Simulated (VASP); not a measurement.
SrBr3: single point with PBE

SrBr3:

```
Sr Br
1.0
     0.00000    4.46241    4.46241
     4.46241    0.00000    4.46241
     4.46241    4.46241    0.00000
Sr Br
1 3
Direct
  0.00000 0.00000 0.00000
  0.25000 0.25000 0.25000
  0.75000 0.75000 0.75000
  0.50000 0.50000 0.50000
```

* Program: VASP 6.6.1
* Task: single point
* Functional: PBE
* Potentials or basis: VASP PAW PBE potentials, release 64 (Sr_sv, Br)
* Cutoff: 520 eV
* k mesh: 4 × 4 × 4
* Occupations: gaussian, width 0.1 eV
* Spin: no spin polarisation
* Dipole correction: no
* Further INCAR settings: ALGO = Normal; EDIFF = 1e-06; NBANDS = 24

* Pressure: -4.3 GPa

Levels at points of the mesh, in eV from the Fermi level:
```csv
k point,band 12,band 13,band 14,band 15,band 16,band 17,band 18,band 19,band 20,band 21
"(0.00, 0.00, 0.00)",-1.06,-1.06,-0.14,-0.14,-0.14,2.80,4.24,4.24,5.19,5.19
"(0.50, 0.00, 0.00)",-0.87,-0.87,-0.10,-0.08,-0.08,4.34,4.62,4.75,4.75,5.03
"(0.50, 0.50, 0.00)",-0.51,-0.51,-0.37,0.02,0.02,3.96,4.31,4.61,4.87,4.87
```

Run time: 28 s on 1 thread of AMD EPYC 9R45 96-Core Processor (Zen 5), on a shared host, peak memory 0.29 GiB.

Caveat: an odd number of electrons without spin polarisation forces a metal; a magnetic or distorted state may lie lower.
